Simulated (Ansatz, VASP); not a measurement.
**Two plane-wave programs on ZnO**

```
Zn O
1.0
     3.28053    0.00000    0.00000
    -1.64026    2.84102    0.00000
     0.00000    0.00000    5.28816
Zn O
2 2
Direct
  0.00000 0.00000 0.99787
  0.33333 0.66667 0.49787
  0.00000 0.00000 0.37713
  0.33333 0.66667 0.87713
```

Alike in both runs: functional PBE; k mesh 6 × 6 × 4; occupations gaussian, width 0.1 eV; no spin polarisation.

Ansatz relaxed the structure, and its values are those at the end. VASP's run is a single point on that final structure, the one shown.

|  | VASP | Ansatz |
| --- | --- | --- |
| version | VASP 6.6.1 | Ansatz 0.2.0 |
| potentials or method | VASP PAW PBE potentials, release 64 (Zn, O), cutoff 520 eV | scalar-relativistic, plane waves, PAW |
| valence electrons in the cell | 36 | 36 |

```tsv
	VASP	Ansatz	Ansatz less VASP
gap on the k mesh at the Fermi level (eV)	0.73	0.75	+0.016
least direct gap on the mesh (eV)	0.73	0.75	+0.016
pressure (GPa)	0.9	0.0	-0.90
```

Ansatz's warnings: structure snapped to symmetry.
